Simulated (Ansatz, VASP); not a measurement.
Two plane-wave programs on MgO

```
Mg O
1.0
     0.00000    2.10713    2.10713
     2.10713    0.00000    2.10713
     2.10713    2.10713    0.00000
Mg O
1 1
Direct
  0.00000 0.00000 0.00000
  0.50000 0.50000 0.50000
```

Alike in both runs: functional PBEsol; k mesh 10 × 10 × 10; occupations gaussian, width 0.02 eV; no spin polarisation.

Ansatz relaxed the structure, and its values are those at the end. VASP's run is a single point on that final structure, the one shown.

|  | VASP | Ansatz |
| --- | --- | --- |
| version | VASP 6.6.1 | Ansatz 0.2.0 |
| potentials or method | VASP PAW PBE potentials, release 64 (Mg, O), cutoff 520 eV | scalar-relativistic, plane waves, PAW |
| valence electrons in the cell | 8 | 16 |

|  | VASP | Ansatz | Ansatz less VASP |
| --- | --- | --- | --- |
| gap on the k mesh at the Fermi level (eV) | 4.62 | 4.62 | 0.000 |
| least direct gap on the mesh (eV) | 4.62 | 4.62 | 0.000 |
| pressure (GPa) | -0.5 | 0.0 | +0.51 |

VASP's potentials were made for PBE, not for PBEsol. VASP's potentials hold 8 valence electrons a cell and Ansatz's 16, so a difference there can come from the potentials and not from the codes.
